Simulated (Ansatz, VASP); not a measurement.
Two plane-wave programs on AlN

```
CELL_PARAMETERS angstrom
-0.01126 2.19532 2.19532
2.19532 -0.01126 2.19532
2.19532 2.19532 -0.01126
ATOMIC_POSITIONS crystal
Al 0.99932 0.99932 0.99932
N 0.25068 0.25068 0.25068
```

Change from the starting cell: strained cell.

Alike in both runs: task relaxation of the atoms; functional r2SCAN; k mesh 9 × 9 × 9; occupations gaussian, width 0.02 eV; no spin polarisation.

|  | VASP | Ansatz |
| --- | --- | --- |
| version | VASP 6.6.1 | Ansatz 0.2.0 |
| potentials or method | VASP PAW PBE potentials, release 64 (Al, N), cutoff 580 eV | scalar-relativistic, plane waves, PAW |
| valence electrons in the cell | 8 | 8 |

```tsv
	VASP	Ansatz	Ansatz less VASP
gap on the k mesh at the Fermi level, each at its own relaxed structure (eV)	4.06	4.06	-0.001
```

VASP's potentials were made for PBE, not for r2SCAN. Ansatz's warnings: stress scf threshold loose.
